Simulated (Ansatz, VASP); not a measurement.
Hf4Br in VASP and in Ansatz

```
Hf Br
1.0
     5.51935    0.00000    0.00000
     0.00000    5.51935    0.00000
     0.00000    0.00000    6.33159
Hf Br
4 1
Direct
  0.00000 0.00000 0.50000
  0.50000 0.50000 0.00000
  0.50000 0.50000 0.68594
  0.50000 0.50000 0.31406
  0.00000 0.00000 0.00000
```

Alike in both runs: task single point; functional PBE; k mesh 4 × 4 × 4; occupations gaussian, width 0.1 eV; no spin polarisation.

```csv
,VASP,Ansatz
version,VASP 6.6.1,Ansatz 0.2.0
potentials or method,"VASP PAW PBE potentials, release 64 (Hf_pv, Br), cutoff 520 eV","scalar-relativistic, plane waves, PAW"
valence electrons in the cell,47,111
```

VASP gave:

| Property | Result |
| --- | --- |
| gap on the k mesh at the Fermi level (eV) | none |
| pressure (GPa) | 11.3 |
| traceless stress, the component that is largest in VASP (GPa) | 39.86 |
| rms of the force components (eV/Å) | 4.031 |

Q: Estimate Ansatz's values.

A: gap on the k mesh at the Fermi level (eV): none; pressure (GPa): 11.7; traceless stress, the component that is largest in VASP (GPa): 40.57; rms of the force components (eV/Å): 4.119.

Atom by atom the forces differ by 0.088 eV/Å (rms over components). A gap of «none» marks a metal or a gap that the smearing closes. With one functional, cell and mesh, what is left measures potentials, basis and numerics. VASP's potentials hold 47 valence electrons a cell and Ansatz's 111, so a difference there can come from the potentials and not from the codes.

Neither program's run includes spin-orbit coupling.
